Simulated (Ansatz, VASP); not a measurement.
One calculation of Pt, two programs

```
Pt
1.0
     0.00000    1.98960    1.98960
     1.98960    0.00000    1.98960
     1.98960    1.98960    0.00000
Pt
1
Direct
  0.00000 0.00000 0.00000
```

Alike in both runs: task single point; functional r2SCAN; k mesh 18 × 18 × 18; occupations gaussian, width 0.1 eV; no spin polarisation.

|  | VASP | Ansatz |
| --- | --- | --- |
| version | VASP 6.6.1 | Ansatz 0.2.0 |
| potentials or method | VASP PAW PBE potentials, release 64 (Pt), cutoff 520 eV | scalar-relativistic, plane waves, PAW |
| valence electrons in the cell | 10 | 18 |

|  | VASP | Ansatz | Ansatz less VASP |
| --- | --- | --- | --- |
| gap on the k mesh at the Fermi level (eV) | none | none | - |
| pressure (GPa) | -6.8 | -7.4 | -0.56 |

VASP's potentials were made for PBE, not for r2SCAN. A gap of «none» marks a metal or a gap that the smearing closes. With one functional, cell and mesh, what is left measures potentials, basis and numerics. VASP's potentials hold 10 valence electrons a cell and Ansatz's 18, so a difference there can come from the potentials and not from the codes.

Spin-orbit coupling is off throughout.
